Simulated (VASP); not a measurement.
**Bi2Te2O3: single point with PBE**

The system is Bi2Te2O3.

```
Bi Te O
1.0
     4.36314    0.00000    0.00000
    -2.18157    3.77859    0.00000
     0.00000    0.00000   11.94389
Bi Te O
2 2 3
Direct
  0.00000 0.00000 0.23652
  0.00000 0.00000 0.76348
  0.00000 0.00000 0.50000
  0.00000 0.00000 0.00000
  0.50000 0.00000 0.50000
  0.00000 0.50000 0.50000
  0.50000 0.50000 0.50000
```

| Quantity | Value |
| --- | --- |
| Program | VASP 6.6.1 |
| Task | single point |
| Functional | PBE |
| Potentials or basis | VASP PAW PBE potentials, release 64 (Bi_d, Te, O) |
| Cutoff | 520 eV |
| k mesh | 3 × 3 × 2 |
| Occupations | gaussian, width 0.15 eV |
| Spin | no spin polarisation |
| Dipole correction | no |
| Further INCAR settings | ALGO = Normal; EDIFF = 1e-06; NBANDS = 39 |

```json
{
  "Pressure": "-0.3 GPa",
  "Largest force": "0.011 eV/Å",
  "Band gap on the k mesh": "zero (band 30 reaches 4.77 eV, above the bottom of band 31 at 3.28 eV)"
}
```

Forces in eV/Å, atoms in the order of the input:
```
Bi   0.000  0.000  0.011
Bi   0.000  0.000 -0.011
Te   0.000  0.000  0.000
Te   0.000  0.000  0.000
O    0.000  0.000  0.000
O    0.000  0.000  0.000
O    0.000  0.000  0.000
```

Stress tensor (GPa, compression positive):
```
-0.29  0.00  0.00
 0.00 -0.29  0.00
 0.00  0.00 -0.44
```

Levels at points of the mesh, in eV from the Fermi level:
| k point | band 26 | band 27 | band 28 | band 29 | band 30 | band 31 | band 32 | band 33 | band 34 | band 35 |
| --- | --- | --- | --- | --- | --- | --- | --- | --- | --- | --- |
| (0.00, 0.00, 0.00) | -0.34 | -0.34 | 0.35 | 0.72 | 1.36 | 1.36 | 1.37 | 1.37 | 2.18 | 2.18 |
| (0.00, 0.00, 0.50) | -0.65 | -0.35 | -0.35 | 1.34 | 1.34 | 1.44 | 1.44 | 2.13 | 2.13 | 3.04 |

Wall time 75 s on 1 thread of AMD EPYC 7R43 64-Core Processor (Zen 3), with other jobs on the host, peak memory 0.27 GiB.

Caveat: the k points lie up to 0.55 Å⁻¹ apart; spin-orbit coupling is left out, which moves the levels of the heavy elements.
